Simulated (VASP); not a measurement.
# Ti3C in VASP: notebook

Ti3C is run at these levels: PBE; tasks: single point.

Everything below comes from runs of VASP 6.6.1. Logs are shortened: lines on timing, memory, paths and dates and some standing lists are left out, and cuts for length are marked.

**1. The cell of the first run**

The cell holds a slab with vacuum, 4 atoms: a = 2.819 Å, b = 2.819 Å, c = 19.826 Å, α = 90.00°, β = 90.00°, γ = 109.47°.

**2. Single point, PBE**

INCAR reads:

```
  PREC = Accurate
  ENCUT = 520
  EDIFF = 1E-7
  ISMEAR = 0
  SIGMA = 0.1
  LREAL = False
  LASPH = True
  NELM = 80
  ALGO = Normal
  ISIF = 2
  LWAVE = False
  LCHARG = False
  LDIPOL = True
  IDIPOL = 3
  DIPOL = 0.5 0.5 0.363
  GGA = PE
  NBANDS = 28
```

KPOINTS reads:

```
Automatic mesh
0
Gamma
  10 10 1
```

POSCAR reads:

```
Ti3C
1.0
    2.8192036111      0.0000000000      0.0000000000
   -0.9397345370      2.6579706546      0.0000000000
    0.0000000000      0.0000000000     19.8263803360
Ti C
3 1
Direct
    0.5000000000      0.5000000000      0.2017514005
    0.0000000000      0.0000000000      0.3111715305
    0.5000000000      0.5000000000      0.4199647235
    0.5000000000      0.5000000000      0.5180650944
```

Potentials or basis: VASP PAW PBE potentials, release 64 (Ti_sv, C).

Command:

```bash
$ cat potpaw_PBE.64/Ti_sv/POTCAR potpaw_PBE.64/C/POTCAR > POTCAR
$ mpirun -np 1 vasp_std > vasp.out
```

OUTCAR:

```text
PREC = Accurate
   ENCUT = 520
   EDIFF = 1E-7
   ISMEAR = 0
   LREAL = False
   LASPH = True
   NELM = 80
   ISIF = 2
   GGA = PE

 ion  position               nearest neighbor table
   1  0.500  0.500  0.202-   2 2.71   2 2.71
   2  0.000  0.000  0.311-   3 2.70   3 2.70   1 2.71   1 2.71
   3  0.500  0.500  0.420-   4 1.94   2 2.70   2 2.70
   4  0.500  0.500  0.518-   3 1.94

  LATTYP: Found a base centered orthorhombic cell.
 ALAT       =     3.2553359276
 B/A-ratio  =     1.4142135624
 C/A-ratio  =     6.0904253132

  Lattice vectors:

 A1 = (   2.8192036111,   0.0000000000,   0.0000000000)
 A2 = (  -0.9397345370,   2.6579706546,   0.0000000000)
 A3 = (   0.0000000000,   0.0000000000,  19.8263803360)

Analysis of symmetry for initial positions (statically):
=====================================================================
 Subroutine PRICEL returns:
 Original cell was already a primitive cell.

 Routine SETGRP: Setting up the symmetry group for a
 base centered orthorhombic supercell.

 Subroutine GETGRP returns: Found  4 space group operations
 (whereof  4 operations were pure point group operations)
 out of a pool of  8 trial point group operations.

The static configuration has the point symmetry C_2v.

Analysis of symmetry for dynamics (positions and initial velocities):
=====================================================================
 Subroutine PRICEL returns:
 Original cell was already a primitive cell.

 Routine SETGRP: Setting up the symmetry group for a
 base centered orthorhombic supercell.

 Subroutine GETGRP returns: Found  4 space group operations
 (whereof  4 operations were pure point group operations)
 out of a pool of  8 trial point group operations.

The dynamic configuration has the point symmetry C_2v.

 Subroutine INISYM returns: Found  4 space group operations
 (whereof  4 operations are pure point group operations),
 and found     1 'primitive' translations

----------------------------------------------------------------------------------------

                                     Primitive cell

  volume of cell :     148.5662

  direct lattice vectors                    reciprocal lattice vectors
     2.819203611  0.000000000  0.000000000     0.354710102  0.125408959  0.000000000
    -0.939734537  2.657970655  0.000000000     0.000000000  0.376226878  0.000000000
     0.000000000  0.000000000 19.826380336     0.000000000  0.000000000  0.050437850

  length of vectors
     2.819203611  2.819203611 19.826380336     0.376226878  0.376226878  0.050437850

  position of ions in fractional coordinates (direct lattice)
     0.500000000  0.500000000  0.201751401
     0.000000000  0.000000000  0.311171530
     0.500000000  0.500000000  0.419964724
     0.500000000  0.500000000  0.518065094

  ion indices of the primitive-cell ions
   primitive index   ion index
                 1           1
                 2           2
                 3           3
                 4           4

----------------------------------------------------------------------------------------

 KPOINTS: Automatic mesh

Automatic generation of k-mesh.
 Grid dimensions read from file:
 generate k-points for:   10   10    1

 Generating k-lattice:

  Cartesian coordinates                     Fractional coordinates (reciprocal lattice)
     0.035471010  0.012540896  0.000000000     0.100000000  0.000000000  0.000000000
     0.000000000  0.037622688  0.000000000     0.000000000  0.100000000  0.000000000
     0.000000000  0.000000000  0.050437850     0.000000000  0.000000000  1.000000000

  Length of vectors
     0.037622688  0.037622688  0.050437850

  Shift w.r.t. Gamma in fractional coordinates (k-lattice)
     0.000000000  0.000000000  0.000000000

 Subroutine IBZKPT returns following result:
 ===========================================

 Found     31 irreducible k-points:

 Following reciprocal coordinates:
            Coordinates               Weight
  0.000000  0.000000  0.000000      1.000000
  0.100000 -0.000000  0.000000      4.000000
  0.200000 -0.000000  0.000000      4.000000
  0.300000  0.000000  0.000000      4.000000
  0.400000 -0.000000  0.000000      4.000000
  0.500000 -0.000000  0.000000      2.000000
[... 16 lines left out ...]
  0.300000  0.300000  0.000000      2.000000
  0.400000  0.300000  0.000000      4.000000
 [... further k-points ...]
   k-points           NKPTS =     31   k-points in BZ     NKDIM =     31   number of bands    NBANDS=     28
   number of dos      NEDOS =    301   number of ions     NIONS =      4
   total plane-waves  NPLWV =  86400
   dimension x,y,z NGX =    24 NGY =   24 NGZ =  150
   dimension x,y,z NGXF=    48 NGYF=   48 NGZF=  300
   ions per type =               3   1
   NGX,Y,Z   is equivalent  to a cutoff of  14.15, 14.15, 12.58 a.u.
   NGXF,Y,Z  is equivalent  to a cutoff of  28.31, 28.31, 25.16 a.u.
 SYSTEM =  unknown system
   PREC   = accura    normal or accurate (medium, high low for compatibility)
   ISTART =      0    job   : 0-new  1-cont  2-samecut
   ICHARG =      2    charge: 1-file 2-atom 10-const
   ISPIN  =      1    spin polarized calculation?
   LNONCOLLINEAR =      F non collinear calculations
   LSORBIT =      F    spin-orbit coupling
   LASPH  =      T    aspherical Exc in radial PAW
   ENCUT  =  520.0 eV  38.22 Ry    6.18 a.u.   5.24  5.24 36.86*2*pi/ulx,y,z
   NELM   =     80;   NELMIN=  2; NELMDL= -5     # of ELM steps
   EDIFF  = 0.1E-06   stopping-criterion for ELM
   LREAL  =      F    real-space projection
   EDIFFG = 0.1E-05   stopping-criterion for IOM
   NSW    =      0    number of steps for IOM
   IBRION =     -1    ionic relax: 0-MD 1-quasi-New 2-CG
   NFREE  =      0    steps in history (QN), initial steepest desc. (CG)
   ISIF   =      2    stress and relaxation
   ISYM   =      2    0-nonsym 1-usesym 2-fastsym
   POTIM  = 0.5000    time-step for ionic-motion
   TEBEG  =    0.0;   TEEND  =   0.0 temperature during run
   PSTRESS=    0.0 pullay stress
   NELECT =      40.0000    total number of electrons
   NUPDOWN=      -1.0000    fix difference up-down
   EMIN   =  10.00;   EMAX   =-10.00  energy-range for DOS
   EFERMI =   0.00;   METHOD = LEGACY
   ISMEAR =     0;   SIGMA  =   0.10  broadening in eV -4-tet -1-fermi 0-gaus
   EFERMI_NEDOS =   21; number of points for ismear=-14 and -15
   IALGO  =     38    algorithm
   IMIX   =      4    mixing-type and parameters
     AMIX     =   0.40;   BMIX     =  1.00
     AMIX_MAG =   1.60;   BMIX_MAG =  1.00
  volume/ion in A,a.u.               =      37.14       250.64
  Fermi-wavevector in a.u.,A,eV,Ry     =   1.057113  1.997654 15.204350  1.117488
  Thomas-Fermi vector in A             =   2.192374
   LORBIT       =      0    0 simple, 1 ext, 2 COOP (PROOUT), +10 PAW based schemes
   GGA     = PE    functional components
   LHFCALC =     F    Hartree Fock is set to
   AEXX    =    0.0000 exact exchange contribution
   IVDW    =     0    specifies the selected vdW correction
   LEPSILON=     F    determine dielectric tensor
   LRPA    =     F    only Hartree local field effects (RPA)
 non-spin polarized calculation
 Gauss-broadening in eV      SIGMA  =   0.10
  energy-cutoff  :      520.00
  volume of cell :      148.57
 maximum number of plane-waves:      4027
 NGX is ok and might be reduce to    24
   NGX = 11   NGY = 11   NGZ = 73

 dipolmoment           0.000000      0.000000     -0.000381 electrons x Angstroem

 number of electron      39.9999992 magnetization

 dipolmoment           0.000000      0.000000      0.107528 electrons x Angstroem

 Free energy of the ion-electron system (eV)
  ---------------------------------------------------
  ext. energy  EPLUGINS =         0.00000000
  ---------------------------------------------------
  free energy    TOTEN  =       -26.52575832 eV

  energy without entropy =      -26.48243624  energy(sigma->0) =      -26.50409728

 E-fermi :  -0.2317     XC(G=0):  -5.6379

 val. band max:       -0.2347412145   @ k =   0.5000   0.1000   0.0000
 cond. band min:      -0.2304868954   @ k =   0.1000  -0.0000   0.0000
 fundamental gap:      0.0042543191
 Fermi energy:        -0.2317216423

 k-point     1 :       0.0000    0.0000    0.0000
  band No.  band energies     occupation
      1     -56.8927      2.00000
      2     -56.5824      2.00000
      3     -56.3932      2.00000
      4     -33.3109      2.00000
      5     -32.9278      2.00000
      6     -32.9040      2.00000
[... 20 lines left out ...]
     27       2.1754      0.00000
     28       2.4520      0.00000

 k-point     2 :       0.1000   -0.0000    0.0000
  band No.  band energies     occupation
      1     -56.8855      2.00000
      2     -56.5752      2.00000
      3     -56.3882      2.00000
      4     -33.2990      2.00000
      5     -32.9820      2.00000
      6     -32.8785      2.00000
[... 20 lines left out ...]
     27       2.1386      0.00000
     28       2.3326      0.00000

 k-point     3 :       0.2000   -0.0000    0.0000
  band No.  band energies     occupation
      1     -56.8666      2.00000
      2     -56.5564      2.00000
      3     -56.3751      2.00000
      4     -33.2717      2.00000
      5     -33.0888      2.00000
      6     -32.9022      2.00000
[... 20 lines left out ...]
     27       2.2130      0.00000
     28       2.3260      0.00000

 k-point     4 :       0.3000    0.0000    0.0000
  band No.  band energies     occupation
      1     -56.8431      2.00000
      2     -56.5328      2.00000
      3     -56.3591      2.00000
      4     -33.2661      2.00000
      5     -33.2145      2.00000
      6     -32.9678      2.00000
[... 20 lines left out ...]
     27       2.2568      0.00000
     28       2.5013      0.00000

 k-point     5 :       0.4000   -0.0000    0.0000
  band No.  band energies     occupation
      1     -56.8239      2.00000
      2     -56.5135      2.00000
      3     -56.3462      2.00000
      4     -33.3550      2.00000
      5     -33.2570      2.00000
      6     -33.0218      2.00000
[... 20 lines left out ...]
     27       2.4233      0.00000
     28       2.6961      0.00000

 k-point     6 :       0.5000   -0.0000    0.0000
  band No.  band energies     occupation
      1     -56.8166      2.00000
      2     -56.5061      2.00000
      3     -56.3413      2.00000
      4     -33.3982      2.00000
      5     -33.2751      2.00000
      6     -33.0503      2.00000
[... 463 lines left out ...]
      5     -33.1500      2.00000
      6     -33.0143      2.00000
[... 20 lines left out ...]
     27       2.0441      0.00000
     28       2.3013      0.00000

 k-point    22 :      -0.2000    0.2000    0.0000
  band No.  band energies     occupation
      1     -56.8517      2.00000
      2     -56.5414      2.00000
      3     -56.3563      2.00000
      4     -33.2559      2.00000
      5     -33.0135      2.00000
      6     -33.0029      2.00000
[... 20 lines left out ...]
     27       1.8254      0.00000
     28       1.8394      0.00000

 k-point    23 :       0.3000    0.3000    0.0000
  band No.  band energies     occupation
      1     -56.8000      2.00000
      2     -56.4894      2.00000
      3     -56.3242      2.00000
      4     -33.2400      2.00000
      5     -33.2032      2.00000
      6     -33.1735      2.00000
[... 20 lines left out ...]
     27       2.5992      0.00000
     28       2.6608      0.00000

 k-point    24 :       0.4000    0.3000    0.0000
  band No.  band energies     occupation
      1     -56.7891      2.00000
      2     -56.4786      2.00000
      3     -56.3101      2.00000
      4     -33.2978      2.00000
      5     -33.1981      2.00000
      6     -33.1766      2.00000
[... 20 lines left out ...]
     27       2.6769      0.00000
     28       2.7798      0.00000

 [... further k-points ...]

------------------------ aborting loop because EDIFF is reached ----------------------------------------

 vacuum level on the upper side and lower side of the slab       (xc-potential included)         1.115        -1.483

  FORCE on cell =-STRESS in cart. coord.  units (eV):
  Direction    XX          YY          ZZ          XY          YZ          ZX
  --------------------------------------------------------------------------------------
  -------------------------------------------------------------------------------------
  Total       -0.9732477     -1.1011679      0.6477020     -0.1809065      0.0000000      0.0000000
  in kB      -10.4957604    -11.8752859      6.9849895     -1.9509436      0.0000000      0.0000000
  external PRESSURE =      -5.1286856 kB  Pullay stress =       0.0000000 kB

 VOLUME and BASIS-vectors are now :
 -----------------------------------------------------------------------------
  energy-cutoff  :      520.00
  volume of cell :      148.57
      direct lattice vectors                 reciprocal lattice vectors
     2.819203611  0.000000000  0.000000000     0.354710102  0.125408959  0.000000000
    -0.939734537  2.657970655  0.000000000     0.000000000  0.376226878  0.000000000
     0.000000000  0.000000000 19.826380336     0.000000000  0.000000000  0.050437850

 POSITION                                       TOTAL-FORCE (eV/Angst)
 -----------------------------------------------------------------------------------
      0.93973      1.32899      4.00000        -0.000000      0.000000     -0.030510
      0.00000      0.00000      6.16941         0.000000      0.000000     -0.219201
      0.93973      1.32899      8.32638        -0.000000      0.000000      0.220780
      0.93973      1.32899     10.27136         0.000000      0.000000      0.028932
 -----------------------------------------------------------------------------------
    total drift:                               -0.000000     -0.000000      0.000203

  FREE ENERGIE OF THE ION-ELECTRON SYSTEM (eV)
  ---------------------------------------------------
  free  energy   TOTEN  =       -26.5257583218 eV

  energy  without entropy=      -26.4824362442  energy(sigma->0) =      -26.50409728

 vacuum level on the upper side and lower side of the slab         6.543         3.875
```

Run time: 1.9 min. Hardware: 1 thread of Intel Xeon 6975P-C (Granite Rapids), shared host; peak memory 0.32 GiB.

Results:

* Free energy: -26.5258 eV
* Largest force: 0.221 eV/Å
* Band gap on the k mesh: zero (band 20 reaches 0.21 eV, above the bottom of band 21 at -0.45 eV)

Forces in eV/Å, atoms in the order of the input:
```
Ti   0.000  0.000 -0.031
Ti   0.000  0.000 -0.219
Ti   0.000  0.000  0.221
C    0.000  0.000  0.029
```

**3. Single point, PBE**

INCAR reads:

```
SYSTEM = Ti3C
PREC = Accurate
ENCUT = 520
EDIFF = 1E-7
ISMEAR = 0
SIGMA = 0.1
LREAL = .False.
LASPH = .True.
NELM = 100
ALGO = Normal
ISIF = 2
LWAVE = .False.
LCHARG = .False.
LDIPOL = .True.
IDIPOL = 3
DIPOL = 0.5 0.5 0.350
GGA = PE
NBANDS = 28
```

KPOINTS reads:

```
regular mesh
0
Gamma
  10 10 1
  0 0 0
```

POSCAR, as its differences from that of step 2:

```diff
@@ -11,2 +11,2 @@
     0.5000000000      0.5000000000      0.4199647235
-    0.5000000000      0.5000000000      0.5180650944
+    1.0000000000      1.0000000000      0.4673761929
```

Potentials or basis: VASP PAW PBE potentials, release 64 (Ti_sv, C).

Command:

```bash
$ cat potpaw_PBE.64/Ti_sv/POTCAR potpaw_PBE.64/C/POTCAR > POTCAR
$ mpirun -np 1 vasp_std > vasp.out
```

It took 2.9 min on 1 thread of Intel Xeon 6975P-C (Granite Rapids), shared host; peak memory 0.33 GiB.

The run converged. Its results:

| Quantity | Value |
| --- | --- |
| Free energy | -29.4658 eV |
| Largest force | 0.883 eV/Å |
| Band gap on the k mesh | zero (band 20 reaches -0.01 eV, above the bottom of band 21 at -0.52 eV) |

Forces in eV/Å, atoms in the order of the input:
```
Ti   0.000  0.000  0.100
Ti   0.000  0.000 -0.883
Ti   0.000  0.000  0.760
C    0.000  0.000  0.023
```

Levels at points of the mesh, in eV from the Fermi level:
```tsv
k point	band 16	band 17	band 18	band 19	band 20	band 21	band 22	band 23	band 24	band 25
(0.00, 0.00, 0.00)	-2.94	-0.73	-0.33	-0.04	0.30	0.92	1.04	1.14	1.49	1.91
(0.50, 0.00, 0.00)	-1.85	-0.81	-0.51	-0.36	-0.32	0.27	0.90	1.69	2.35	2.55
(0.50, 0.50, 0.00)	-2.05	-1.89	-1.77	-1.06	-0.46	0.21	1.76	2.25	2.44	2.46
```
